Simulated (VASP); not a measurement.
# Zn8HS8 (a cell with a defect) in VASP: single point with PBE

Aim: the single point of Zn8HS8 (a cell with a defect) with PBE.

All numbers are computed with VASP 6.6.1; they aren't measurements. Logs are shortened: lines on timing, memory, paths and dates and some standing lists are left out, and cuts for length are marked.

## 1. The cell of the first run

The cell holds a defect, 17 atoms: a = 7.697 Å, b = 7.697 Å, c = 7.697 Å, α = 60.00°, β = 60.00°, γ = 60.00°.

## 2. Single point, PBE

The input, INCAR:

```
PREC = Accurate
ENCUT = 520
EDIFF = 1E-6
ISMEAR = 0
SIGMA = 0.02
LREAL = Auto
LASPH = T
NELM = 60
ALGO = Normal
ISIF = 2
LWAVE = F
LCHARG = F
GGA = PE
NBANDS = 86
NELECT = 144.0
```

The input, KPOINTS:

```
regular mesh
0
Gamma
  2 2 2
```

The input, POSCAR:

```
Zn8HS8
1.0
    5.4423087469      0.0000000000      5.4423087469
    0.0000000000     -5.4423087469      5.4423087469
    5.4423087469     -5.4423087469      0.0000000000
Zn S H
8 8 1
Direct
    0.4928812614      0.9983345769      0.0066457090
    0.4591251831      0.5020330759      0.0330029053
    0.0009970952      0.9765567790      0.0009970952
    0.0010032507      0.5176485075      0.0010032507
    0.5057152448      0.9826133997      0.5057152448
    0.5057145098      0.5021513161      0.5057145098
    0.0066456171      0.9983346687      0.4928811695
    0.0330029053      0.5020330759      0.4591251831
    0.3768660683      0.8712316262      0.3768660683
    0.3909098324      0.3571877470      0.3909098324
    0.8804372782      0.8690222698      0.3734188181
    0.8804343382      0.3733172068      0.3734188181
    0.3734188181      0.8690222698      0.8804372782
    0.3734188181      0.3733172068      0.8804343382
    0.8663353586      0.8817604298      0.8663353586
    0.8848886059      0.3632153360      0.8848886059
   -0.2405492891      0.4886081668      0.7594507574
```

Potentials or basis: VASP PAW PBE potentials, release 64 (Zn, S, H).

Command:

```bash
cat potpaw_PBE.64/Zn/POTCAR potpaw_PBE.64/S/POTCAR potpaw_PBE.64/H/POTCAR > POTCAR
mpirun -np 1 vasp_std > vasp.out
```

OUTCAR:

```text
PREC = Accurate
   ENCUT = 520
   EDIFF = 1E-6
   ISMEAR = 0
   LREAL = Auto
   LASPH = T
   NELM = 60
   ISIF = 2
   GGA = PE
   NELECT = 144.0

 ion  position               nearest neighbor table
   1  0.493  0.998  0.007-   9 2.33  15 2.35  14 2.36  13 2.36
   2  0.459  0.502  0.033-  10 2.27  13 2.32  14 2.32  16 2.68
   3  0.001  0.977  0.001-  15 2.30  13 2.34  11 2.34  16 2.44
   4  0.001  0.518  0.001-  15 2.30  14 2.34  12 2.34  16 2.44
   5  0.506  0.983  0.506-   9 2.32  13 2.36  11 2.36  10 2.36
   6  0.506  0.502  0.506-   9 2.32  12 2.36  14 2.36  10 2.36
   7  0.007  0.998  0.493-   9 2.33  15 2.35  12 2.36  11 2.36
   8  0.033  0.502  0.459-  10 2.27  11 2.32  12 2.32  16 2.68
   9  0.377  0.871  0.377-   5 2.32   6 2.32   1 2.33   7 2.33
  10  0.391  0.357  0.391-   2 2.27   8 2.27   6 2.36   5 2.36
  11  0.880  0.869  0.373-   8 2.32   3 2.34   5 2.36   7 2.36
  12  0.880  0.373  0.373-   8 2.32   4 2.34   6 2.36   7 2.36
  13  0.373  0.869  0.880-   2 2.32   3 2.34   5 2.36   1 2.36
  14  0.373  0.373  0.880-   2 2.32   4 2.34   6 2.36   1 2.36
  15  0.866  0.882  0.866-   4 2.30   3 2.30   1 2.35   7 2.35
  16  0.885  0.363  0.885-  17 1.37   3 2.44   4 2.44   8 2.68   2 2.68
  17  0.759  0.489  0.759-  16 1.37

  LATTYP: Found a face centered cubic cell.
 ALAT       =    10.8846174938

  Lattice vectors:

 A1 = (   5.4423087469,   0.0000000000,   5.4423087469)
 A2 = (   0.0000000000,  -5.4423087469,   5.4423087469)
 A3 = (   5.4423087469,  -5.4423087469,   0.0000000000)

Analysis of symmetry for initial positions (statically):
=====================================================================
 Subroutine PRICEL returns:
 Original cell was already a primitive cell.

 Routine SETGRP: Setting up the symmetry group for a
 face centered cubic supercell.

 Subroutine GETGRP returns: Found  2 space group operations
 (whereof  2 operations were pure point group operations)
 out of a pool of 48 trial point group operations.

The static configuration has the point symmetry C_1h.

Analysis of symmetry for dynamics (positions and initial velocities):
=====================================================================
 Subroutine PRICEL returns:
 Original cell was already a primitive cell.
[... 119 lines left out ...]
   EDIFF  = 0.1E-05   stopping-criterion for ELM
   LREAL  =      T    real-space projection
   EDIFFG = 0.1E-04   stopping-criterion for IOM
   NSW    =      0    number of steps for IOM
   IBRION =     -1    ionic relax: 0-MD 1-quasi-New 2-CG
   NFREE  =      0    steps in history (QN), initial steepest desc. (CG)
   ISIF   =      2    stress and relaxation
   ISYM   =      2    0-nonsym 1-usesym 2-fastsym
   POTIM  = 0.5000    time-step for ionic-motion
   TEBEG  =    0.0;   TEEND  =   0.0 temperature during run
   PSTRESS=    0.0 pullay stress
   NELECT =     144.0000    total number of electrons
   NUPDOWN=      -1.0000    fix difference up-down
   EMIN   =  10.00;   EMAX   =-10.00  energy-range for DOS
   EFERMI =   0.00;   METHOD = LEGACY
   ISMEAR =     0;   SIGMA  =   0.02  broadening in eV -4-tet -1-fermi 0-gaus
   EFERMI_NEDOS =   21; number of points for ismear=-14 and -15
   IALGO  =     38    algorithm
   IMIX   =      4    mixing-type and parameters
     AMIX     =   0.40;   BMIX     =  1.00
     AMIX_MAG =   1.60;   BMIX_MAG =  1.00
  volume/ion in A,a.u.               =      18.96       127.98
  Fermi-wavevector in a.u.,A,eV,Ry     =   1.251418  2.364838 21.307372  1.566048
  Thomas-Fermi vector in A             =   2.385367
   LORBIT       =      0    0 simple, 1 ext, 2 COOP (PROOUT), +10 PAW based schemes
   GGA     = PE    functional components
   LHFCALC =     F    Hartree Fock is set to
   AEXX    =    0.0000 exact exchange contribution
   IVDW    =     0    specifies the selected vdW correction
   LEPSILON=     F    determine dielectric tensor
   LRPA    =     F    only Hartree local field effects (RPA)
 non-spin polarized calculation
 Gauss-broadening in eV      SIGMA  =   0.02
  energy-cutoff  :      520.00
  volume of cell :      322.39
 maximum number of plane-waves:      8694
 NGX is ok and might be reduce to    60
   NGX = 29   NGY = 29   NGZ = 29

 number of electron     144.0000023 magnetization

 Free energy of the ion-electron system (eV)
  ---------------------------------------------------
  ext. energy  EPLUGINS =         0.00000000
  ---------------------------------------------------
  free energy    TOTEN  =       -59.59244781 eV

  energy without entropy =      -59.59244781  energy(sigma->0) =      -59.59244781

 E-fermi :   2.0724     XC(G=0):  -9.5059

 val. band max:        1.9656550446   @ k =   0.0000   0.0000   0.0000
 cond. band min:       3.8779497172   @ k =   0.0000   0.0000   0.0000
 fundamental gap:      1.9122946726
 Fermi energy:         2.0724067448

 k-point     1 :       0.0000    0.0000    0.0000
  band No.  band energies     occupation
      1     -11.5763      2.00000
      2     -10.7705      2.00000
      3     -10.2403      2.00000
      4     -10.1230      2.00000
      5     -10.1196      2.00000
      6      -9.9116      2.00000
[... 511 lines left out ...]
     83       7.6520      0.00000
     84       7.8988      0.00000
 [bands above 84 left out]

------------------------ aborting loop because EDIFF is reached ----------------------------------------

  FORCE on cell =-STRESS in cart. coord.  units (eV):
  Direction    XX          YY          ZZ          XY          YZ          ZX
  --------------------------------------------------------------------------------------
  -------------------------------------------------------------------------------------
  Total       -5.2030927     -3.0564884     -3.0564884      0.0006285      0.4000179     -0.0006285
  in kB      -25.8578624    -15.1898613    -15.1898613      0.0031235      1.9879732     -0.0031236
  external PRESSURE =     -18.7458617 kB  Pullay stress =       0.0000000 kB

 VOLUME and BASIS-vectors are now :
 -----------------------------------------------------------------------------
  energy-cutoff  :      520.00
  volume of cell :      322.39
      direct lattice vectors                 reciprocal lattice vectors
     5.442308747  0.000000000  5.442308747     0.091872774  0.091872774  0.091872774
     0.000000000 -5.442308747  5.442308747    -0.091872774 -0.091872774  0.091872774
     5.442308747 -5.442308747  0.000000000     0.091872774 -0.091872774 -0.091872774

 POSITION                                       TOTAL-FORCE (eV/Angst)
 -----------------------------------------------------------------------------------
      2.71858     -5.46941      8.11566         0.002488      0.003119      0.003365
      2.67831     -2.91183      5.23092         0.002019      0.004070      0.002916
      0.01085     -5.32015      5.32015        -0.012127     -0.000792      0.000792
      0.01092     -2.82266      2.82266        -0.011195      0.001069     -0.001069
      5.50452     -8.09994      8.09994        -0.000331      0.000811     -0.000811
      5.50451     -5.48512      5.48512        -0.000028     -0.000118      0.000118
[... 9 lines left out ...]
      9.63167     -6.79257      6.79257        -0.055762      0.000226     -0.000226
      8.26633     -6.79232      6.79232         0.055627     -0.000057      0.000057
 -----------------------------------------------------------------------------------
    total drift:                                0.001690     -0.001260      0.001258

  FREE ENERGIE OF THE ION-ELECTRON SYSTEM (eV)
  ---------------------------------------------------
  free  energy   TOTEN  =       -59.5924478147 eV

  energy  without entropy=      -59.5924478147  energy(sigma->0) =      -59.59244781
```

OSZICAR:

```text
N       E                     dE             d eps       ncg     rms          rms(c)
DAV:   1     0.131167180712E+04    0.13117E+04   -0.63781E+04  1032   0.200E+03
DAV:   2     0.165018039026E+03   -0.11467E+04   -0.11027E+04  1032   0.492E+02
DAV:   3    -0.473625745278E+02   -0.21238E+03   -0.20422E+03  1126   0.181E+02
DAV:   4    -0.625571729367E+02   -0.15195E+02   -0.15075E+02  1176   0.486E+01
DAV:   5    -0.629233714558E+02   -0.36620E+00   -0.36534E+00  1184   0.764E+00    0.203E+01
DAV:   6    -0.595243957442E+02    0.33990E+01   -0.72034E+00  1480   0.457E+01    0.153E+01
DAV:   7    -0.597328715989E+02   -0.20848E+00   -0.10845E+01  1208   0.105E+01    0.653E+00
DAV:   8    -0.595861033339E+02    0.14677E+00   -0.99808E-01  1296   0.125E+01    0.288E+00
DAV:   9    -0.595913985563E+02   -0.52952E-02   -0.21790E-01  1328   0.549E+00    0.785E-01
DAV:  10    -0.595911013783E+02    0.29718E-03   -0.21044E-02  1240   0.229E+00    0.422E-01
DAV:  11    -0.595920881633E+02   -0.98678E-03   -0.70468E-03  1288   0.774E-01    0.198E-01
DAV:  12    -0.595925450393E+02   -0.45688E-03   -0.44192E-03  1330   0.671E-01    0.709E-02
DAV:  13    -0.595924230917E+02    0.12195E-03   -0.65288E-04  1336   0.309E-01    0.352E-02
DAV:  14    -0.595924507622E+02   -0.27670E-04   -0.23736E-04  1188   0.920E-02    0.283E-02
DAV:  15    -0.595924487420E+02    0.20202E-05   -0.23815E-05  1256   0.398E-02    0.126E-02
DAV:  16    -0.595924478147E+02    0.92723E-06   -0.70048E-06  1242   0.243E-02
   1 F= -.59592448E+02 E0= -.59592448E+02  d E =-.603210E-15
```

stdout:

```text
POSCAR found type information on POSCAR ZnS H
 POSCAR found :  3 types and      17 ions
 scaLAPACK will be used
 LDA part: xc-table for (Slater+PW92), standard interpolation
 POSCAR, INCAR and KPOINTS ok, starting setup
 FFT: planning ... GRIDC
 FFT: planning ... GRID_SOFT
 FFT: planning ... GRID
 WAVECAR not read
 entering main loop
 the old and the new charge density differ
 old charge density:   145.00000 new  144.00000
    0.203E+01
```

It took 4.5 min on 1 thread of Intel Xeon 6975P-C (Granite Rapids), shared host; peak memory 0.52 GiB.

Results:

- Free energy: -59.5924 eV
- Largest force: 0.056 eV/Å

Forces on the atoms (eV/Å):
```
Zn   0.002  0.003  0.003
Zn   0.002  0.004  0.003
Zn  -0.012 -0.001  0.001
Zn  -0.011  0.001 -0.001
Zn   0.000  0.001 -0.001
Zn   0.000  0.000  0.000
Zn   0.002 -0.003 -0.003
Zn   0.002 -0.003 -0.004
S   -0.001  0.001 -0.001
S    0.018  0.000  0.000
S    0.000 -0.008  0.005
S   -0.001  0.005 -0.006
S    0.000 -0.005  0.008
S   -0.001  0.006 -0.005
S   -0.001 -0.001  0.001
S   -0.056  0.000  0.000
H    0.056  0.000  0.000
```

Caveat: the k points lie up to 0.50 Å⁻¹ apart; the cell carries a net charge on a neutralising background, which shifts energy and pressure; the cell is charged against a uniform background, so pressure and absolute levels hang on convention.
